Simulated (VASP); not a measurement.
# W (a cell with a defect) in VASP: single point with PBEsol

Aim: the single point of W (a cell with a defect) with PBEsol.

Program: VASP 6.6.1. These are calculated values, not measurements. Logs are shortened: lines on timing, memory, paths and dates and some standing lists are left out, and cuts for length are marked.

**1. The cell of the first run**

The cell holds a defect, 15 atoms: a = 6.320 Å, b = 6.320 Å, c = 6.320 Å, α = 90.00°, β = 90.00°, γ = 90.00°.

**2. Single point, PBEsol**

INCAR reads:

```
SYSTEM = W
PREC = Accurate
ENCUT = 520
EDIFF = 1E-7
ISMEAR = 0
SIGMA = 0.15
LREAL = Auto
LASPH = .TRUE.
NELM = 100
ALGO = Normal
ISIF = 2
LWAVE = .FALSE.
LCHARG = .FALSE.
GGA = PS
NBANDS = 118
```

KPOINTS reads:

```
regular mesh
0
G
  3 3 3
  0 0 0
```

POSCAR reads:

```
W
1.0
    6.3200000000      0.0000000000      0.0000000000
    0.0000000000      6.3200000000      0.0000000000
    0.0000000000      0.0000000000      6.3200000000
W
15
Direct
    0.4988710443      0.0019490506      0.0019243671
   -0.0010952532      0.5019721519      0.0019109177
   -0.0011325949      0.0019243671      0.5018876582
    0.2469370253      0.2500194620      0.2499303797
    0.4989030063      0.5019466772      0.0018643987
    0.4988822785      0.0019299051      0.5019310127
    0.7507237342      0.2500670886      0.2500637658
   -0.0011215190      0.5019164557      0.5019291139
    0.2470080696      0.7538438291      0.2500650316
    0.2470642405      0.2500123418      0.7537481013
    0.4988887658      0.5019493671      0.5018954114
    0.7508261076      0.7538302215      0.2499110759
    0.7508433544      0.2499765823      0.7538639241
    0.2468981013      0.7539134494      0.7539050633
    0.7508113924      0.7538642405      0.7538420886
```

Potentials or basis: VASP PAW PBE potentials, release 64 (W_sv).

Run with:

```sh
$ cat potpaw_PBE.64/W_sv/POTCAR > POTCAR
$ mpirun -np 1 vasp_std > vasp.out
```

OUTCAR:

```text
SYSTEM = W
   PREC = Accurate
   ENCUT = 520
   EDIFF = 1E-7
   ISMEAR = 0
   LREAL = Auto
   LASPH = .TRUE.
   NELM = 100
   ISIF = 2
   GGA = PS

 ion  position               nearest neighbor table
   1  0.499  0.002  0.002-   4 2.73  14 2.73  10 2.73  13 2.73  12 2.73  15 2.73   9 2.73   7 2.73
                             6 3.16   5 3.16   5 3.16   6 3.16
   2  0.999  0.502  0.002-  12 2.73  14 2.73   4 2.73  15 2.73  13 2.73   9 2.73   7 2.73  10 2.73
                             8 3.16   5 3.16   5 3.16   8 3.16
   3  0.999  0.002  0.502-   9 2.73  13 2.73  14 2.73  15 2.73   7 2.73  12 2.73   4 2.73  10 2.73
                             6 3.16   8 3.16   8 3.16   6 3.16
   4  0.247  0.250  0.250-   2 2.73   1 2.73   3 2.73   8 2.74   5 2.74   6 2.74  11 2.76   9 3.14
                            10 3.14   7 3.14   7 3.18  10 3.18   9 3.18
   5  0.499  0.502  0.002-  15 2.74  12 2.74  10 2.74   7 2.74  13 2.74  14 2.74   4 2.74   9 2.74
                            11 3.16   1 3.16   2 3.16   2 3.16   1 3.16  11 3.16
   6  0.499  0.002  0.502-  10 2.74   9 2.74   7 2.74  15 2.74  13 2.74  14 2.74   4 2.74  12 2.74
                            11 3.16   3 3.16   1 3.16   1 3.16   3 3.16  11 3.16
   7  0.751  0.250  0.250-   3 2.73   1 2.73   2 2.73   6 2.74   8 2.74   5 2.74  11 2.76  13 3.14
                             4 3.14  12 3.14  12 3.18   4 3.18  13 3.18
   8  0.999  0.502  0.502-   7 2.74  10 2.74  13 2.74   9 2.74  15 2.74   4 2.74  12 2.74  14 2.74
                             2 3.16  11 3.16   3 3.16   3 3.16  11 3.16   2 3.16
   9  0.247  0.754  0.250-   3 2.73   1 2.73   2 2.73   6 2.74   8 2.74   5 2.74  11 2.76  14 3.14
                             4 3.14  12 3.14  12 3.18   4 3.18  14 3.18
  10  0.247  0.250  0.754-   1 2.73   3 2.73   2 2.73   6 2.74   5 2.74   8 2.74  11 2.76  14 3.14
                             4 3.14  13 3.14  13 3.18   4 3.18  14 3.18
  11  0.499  0.502  0.502-   7 2.76   9 2.76  10 2.76  15 2.76  12 2.76   4 2.76  13 2.76  14 2.76
                             5 3.16   6 3.16   8 3.16   8 3.16   6 3.16   5 3.16
  12  0.751  0.754  0.250-   2 2.73   1 2.73   3 2.73   5 2.74   8 2.74   6 2.74  11 2.76  15 3.14
                             9 3.14   7 3.14   7 3.18   9 3.18  15 3.18
  13  0.751  0.250  0.754-   3 2.73   1 2.73   2 2.73   8 2.74   5 2.74   6 2.74  11 2.76  15 3.14
                             7 3.14  10 3.14  10 3.18   7 3.18  15 3.18
  14  0.247  0.754  0.754-   2 2.73   1 2.73   3 2.73   5 2.74   6 2.74   8 2.74  11 2.76  15 3.14
                            10 3.14   9 3.14   9 3.18  10 3.18  15 3.18
  15  0.751  0.754  0.754-   2 2.73   3 2.73   1 2.73   5 2.74   6 2.74   8 2.74  11 2.76  12 3.14
                            14 3.14  13 3.14  13 3.18  14 3.18  12 3.18

  LATTYP: Found a simple cubic cell.
 ALAT       =     6.3200000000

  Lattice vectors:

 A1 = (   6.3200000000,   0.0000000000,   0.0000000000)
 A2 = (   0.0000000000,   6.3200000000,   0.0000000000)
 A3 = (   0.0000000000,   0.0000000000,   6.3200000000)

Analysis of symmetry for initial positions (statically):
=====================================================================
 Subroutine PRICEL returns:
 Original cell was already a primitive cell.

 Routine SETGRP: Setting up the symmetry group for a
 simple cubic supercell.

 Subroutine GETGRP returns: Found  1 space group operations
 (whereof  1 operations were pure point group operations)
 out of a pool of 48 trial point group operations.

The static configuration has the point symmetry C_1 .

Analysis of symmetry for dynamics (positions and initial velocities):
=====================================================================
 Subroutine PRICEL returns:
 Original cell was already a primitive cell.

 Routine SETGRP: Setting up the symmetry group for a
 simple cubic supercell.

 Subroutine GETGRP returns: Found  1 space group operations
 (whereof  1 operations were pure point group operations)
 out of a pool of 48 trial point group operations.

The dynamic configuration has the point symmetry C_1 .

 Subroutine INISYM returns: Found  1 space group operations
 (whereof  1 operations are pure point group operations),
 and found     1 'primitive' translations

----------------------------------------------------------------------------------------

                                     Primitive cell

  volume of cell :     252.4360

  direct lattice vectors                    reciprocal lattice vectors
     6.320000000  0.000000000  0.000000000     0.158227848  0.000000000  0.000000000
     0.000000000  6.320000000  0.000000000     0.000000000  0.158227848  0.000000000
     0.000000000  0.000000000  6.320000000     0.000000000  0.000000000  0.158227848

  length of vectors
     6.320000000  6.320000000  6.320000000     0.158227848  0.158227848  0.158227848

  position of ions in fractional coordinates (direct lattice)
     0.498871044  0.001949051  0.001924367
     0.998904747  0.501972152  0.001910918
     0.998867405  0.001924367  0.501887658
     0.246937025  0.250019462  0.249930380
     0.498903006  0.501946677  0.001864399
     0.498882278  0.001929905  0.501931013
     0.750723734  0.250067089  0.250063766
     0.998878481  0.501916456  0.501929114
     0.247008070  0.753843829  0.250065032
     0.247064241  0.250012342  0.753748101
     0.498888766  0.501949367  0.501895411
     0.750826108  0.753830222  0.249911076
     0.750843354  0.249976582  0.753863924
     0.246898101  0.753913449  0.753905063
     0.750811392  0.753864241  0.753842089

  ion indices of the primitive-cell ions
   primitive index   ion index
                 1           1
                 2           2
                 3           3
                 4           4
                 5           5
                 6           6
                 7           7
                 8           8
                 9           9
                10          10
                11          11
                12          12
                13          13
                14          14
                15          15

----------------------------------------------------------------------------------------

 KPOINTS: regular mesh

Automatic generation of k-mesh.
 Grid dimensions read from file:
 generate k-points for:    3    3    3

 Generating k-lattice:

  Cartesian coordinates                     Fractional coordinates (reciprocal lattice)
     0.052742616  0.000000000  0.000000000     0.333333333  0.000000000  0.000000000
     0.000000000  0.052742616  0.000000000     0.000000000  0.333333333  0.000000000
     0.000000000  0.000000000  0.052742616     0.000000000  0.000000000  0.333333333

  Length of vectors
     0.052742616  0.052742616  0.052742616

  Shift w.r.t. Gamma in fractional coordinates (k-lattice)
     0.000000000  0.000000000  0.000000000

 Subroutine IBZKPT returns following result:
 ===========================================

 Found     14 irreducible k-points:

 Following reciprocal coordinates:
            Coordinates               Weight
  0.000000  0.000000  0.000000      1.000000
  0.333333  0.000000  0.000000      2.000000
  0.000000  0.333333  0.000000      2.000000
  0.000000  0.000000  0.333333      2.000000
  0.333333  0.333333  0.000000      2.000000
  0.000000  0.333333  0.333333      2.000000
  0.333333  0.000000  0.333333      2.000000
 -0.333333  0.333333  0.000000      2.000000
 -0.333333  0.000000  0.333333      2.000000
  0.000000 -0.333333  0.333333      2.000000
  0.333333  0.333333  0.333333      2.000000
 -0.333333  0.333333  0.333333      2.000000
 -0.333333 -0.333333  0.333333      2.000000
  0.333333 -0.333333  0.333333      2.000000
   k-points           NKPTS =     14   k-points in BZ     NKDIM =     14   number of bands    NBANDS=    118
   number of dos      NEDOS =    301   number of ions     NIONS =     15
   total plane-waves  NPLWV = 110592
   dimension x,y,z NGX =    48 NGY =   48 NGZ =   48
   dimension x,y,z NGXF=    96 NGYF=   96 NGZF=   96
   ions per type =              15
   NGX,Y,Z   is equivalent  to a cutoff of  12.63, 12.63, 12.63 a.u.
   NGXF,Y,Z  is equivalent  to a cutoff of  25.25, 25.25, 25.25 a.u.
 SYSTEM =  W
   PREC   = accura    normal or accurate (medium, high low for compatibility)
   ISTART =      0    job   : 0-new  1-cont  2-samecut
   ICHARG =      2    charge: 1-file 2-atom 10-const
   ISPIN  =      1    spin polarized calculation?
   LNONCOLLINEAR =      F non collinear calculations
   LSORBIT =      F    spin-orbit coupling
   LASPH  =      T    aspherical Exc in radial PAW
   ENCUT  =  520.0 eV  38.22 Ry    6.18 a.u.  11.75 11.75 11.75*2*pi/ulx,y,z
   NELM   =    100;   NELMIN=  2; NELMDL= -5     # of ELM steps
   EDIFF  = 0.1E-06   stopping-criterion for ELM
   LREAL  =      T    real-space projection
   EDIFFG = 0.1E-05   stopping-criterion for IOM
   NSW    =      0    number of steps for IOM
   IBRION =     -1    ionic relax: 0-MD 1-quasi-New 2-CG
   NFREE  =      0    steps in history (QN), initial steepest desc. (CG)
   ISIF   =      2    stress and relaxation
   ISYM   =      2    0-nonsym 1-usesym 2-fastsym
   POTIM  = 0.5000    time-step for ionic-motion
   TEBEG  =    0.0;   TEEND  =   0.0 temperature during run
   PSTRESS=    0.0 pullay stress
   NELECT =     210.0000    total number of electrons
   NUPDOWN=      -1.0000    fix difference up-down
   EMIN   =  10.00;   EMAX   =-10.00  energy-range for DOS
   EFERMI =   0.00;   METHOD = LEGACY
   ISMEAR =     0;   SIGMA  =   0.15  broadening in eV -4-tet -1-fermi 0-gaus
   EFERMI_NEDOS =   21; number of points for ismear=-14 and -15
   IALGO  =     38    algorithm
   IMIX   =      4    mixing-type and parameters
     AMIX     =   0.40;   BMIX     =  1.00
     AMIX_MAG =   1.60;   BMIX_MAG =  1.00
  volume/ion in A,a.u.               =      16.83       113.57
  Fermi-wavevector in a.u.,A,eV,Ry     =   1.539681  2.909576 32.254225  2.370619
  Thomas-Fermi vector in A             =   2.645875
   LORBIT       =      0    0 simple, 1 ext, 2 COOP (PROOUT), +10 PAW based schemes
   GGA     = PS    functional components
   LHFCALC =     F    Hartree Fock is set to
   AEXX    =    0.0000 exact exchange contribution
   IVDW    =     0    specifies the selected vdW correction
   LEPSILON=     F    determine dielectric tensor
   LRPA    =     F    only Hartree local field effects (RPA)
 non-spin polarized calculation
 Gauss-broadening in eV      SIGMA  =   0.15
  energy-cutoff  :      520.00
  volume of cell :      252.44
 maximum number of plane-waves:      6859
   NGX = 23   NGY = 23   NGZ = 23

 number of electron     209.9999999 magnetization

 Free energy of the ion-electron system (eV)
  ---------------------------------------------------
  ext. energy  EPLUGINS =         0.00000000
  ---------------------------------------------------
  free energy    TOTEN  =      -203.30079644 eV

  energy without entropy =     -203.14345864  energy(sigma->0) =     -203.22212754

 E-fermi :  10.0650     XC(G=0): -13.3423

 val. band max:       10.0586304759   @ k =   0.0000  -0.3333   0.3333
 cond. band min:      10.0743215965   @ k =   0.3333   0.0000   0.0000
 fundamental gap:      0.0156911207
 Fermi energy:        10.0650185707

 k-point     1 :       0.0000    0.0000    0.0000
  band No.  band energies     occupation
      1     -63.7798      2.00000
      2     -63.7031      2.00000
      3     -63.7031      2.00000
      4     -63.7030      2.00000
      5     -63.6939      2.00000
      6     -63.6938      2.00000
[... 109 lines left out ...]
    116      11.7651      0.00000
    117      12.0372      0.00000
[... 1558 lines left out ...]
    116      12.4470      0.00000
    117      12.4645      0.00000
 [bands above 117 left out]

------------------------ aborting loop because EDIFF is reached ----------------------------------------

  FORCE on cell =-STRESS in cart. coord.  units (eV):
  Direction    XX          YY          ZZ          XY          YZ          ZX
  --------------------------------------------------------------------------------------
  -------------------------------------------------------------------------------------
  Total      -12.4917682    -12.4914912    -12.4912512     -0.0019273     -0.0008338     -0.0027525
  in kB      -79.2835822    -79.2818242    -79.2803007     -0.0122324     -0.0052917     -0.0174695
  external PRESSURE =     -79.2819024 kB  Pullay stress =       0.0000000 kB

 VOLUME and BASIS-vectors are now :
 -----------------------------------------------------------------------------
  energy-cutoff  :      520.00
  volume of cell :      252.44
      direct lattice vectors                 reciprocal lattice vectors
     6.320000000  0.000000000  0.000000000     0.158227848  0.000000000  0.000000000
     0.000000000  6.320000000  0.000000000     0.000000000  0.158227848  0.000000000
     0.000000000  0.000000000  6.320000000     0.000000000  0.000000000  0.158227848

 POSITION                                       TOTAL-FORCE (eV/Angst)
 -----------------------------------------------------------------------------------
      3.15286      0.01232      0.01216         0.001176     -0.000845     -0.000030
      6.31308      3.17246      0.01208        -0.000536     -0.004373     -0.000025
      6.31284      0.01216      3.17193         0.001439      0.001007      0.000686
      1.56064      1.58012      1.57956        -0.007213     -0.008294     -0.004694
      3.15307      3.17230      0.01178        -0.001632     -0.000790      0.002509
      3.15294      0.01220      3.17220         0.000378     -0.000317     -0.002624
      4.74457      1.58042      1.58040         0.012463     -0.008423     -0.010763
      6.31291      3.17211      3.17219         0.000883      0.001127     -0.001704
      1.56109      4.76429      1.58041        -0.008290      0.007341     -0.009265
      1.56145      1.58008      4.76369        -0.012408     -0.002299      0.011711
      3.15298      3.17232      3.17198        -0.000313      0.000060      0.001912
      4.74522      4.76421      1.57944         0.006065      0.011404     -0.000105
      4.74533      1.57985      4.76442         0.006311     -0.004271      0.006370
      1.56040      4.76473      4.76468        -0.002483      0.003800      0.002263
      4.74513      4.76442      4.76428         0.004160      0.004875      0.003758
 -----------------------------------------------------------------------------------
    total drift:                                0.008577     -0.004541     -0.006059

  FREE ENERGIE OF THE ION-ELECTRON SYSTEM (eV)
  ---------------------------------------------------
  free  energy   TOTEN  =      -203.3007964423 eV

  energy  without entropy=     -203.1434586400  energy(sigma->0) =     -203.22212754
```

Wall time 14 min (1 thread of AMD EPYC 7R43 (Zen 3), shared host); peak memory 0.42 GiB.

What came out:

```yaml
Free_energy: -203.3008 eV
Pressure: -7.9 GPa
Largest_force: 0.018 eV/Å
Band_gap_on_the_k_mesh: zero (band 105 reaches 10.07 eV, above the bottom of band 106 at 10.06 eV)
```

Forces on the atoms (eV/Å):
```
W    0.001 -0.001  0.000
W   -0.001 -0.004  0.000
W    0.001  0.001  0.001
W   -0.007 -0.008 -0.005
W   -0.002 -0.001  0.003
W    0.000  0.000 -0.003
W    0.012 -0.008 -0.011
W    0.001  0.001 -0.002
W   -0.008  0.007 -0.009
W   -0.012 -0.002  0.012
W    0.000  0.000  0.002
W    0.006  0.011  0.000
W    0.006 -0.004  0.006
W   -0.002  0.004  0.002
W    0.004  0.005  0.004
```

Caveat: the PAW data sets were made with another functional, which shifts forces and pressure a little; spin-orbit coupling is left out, which moves the levels of the heavy elements.
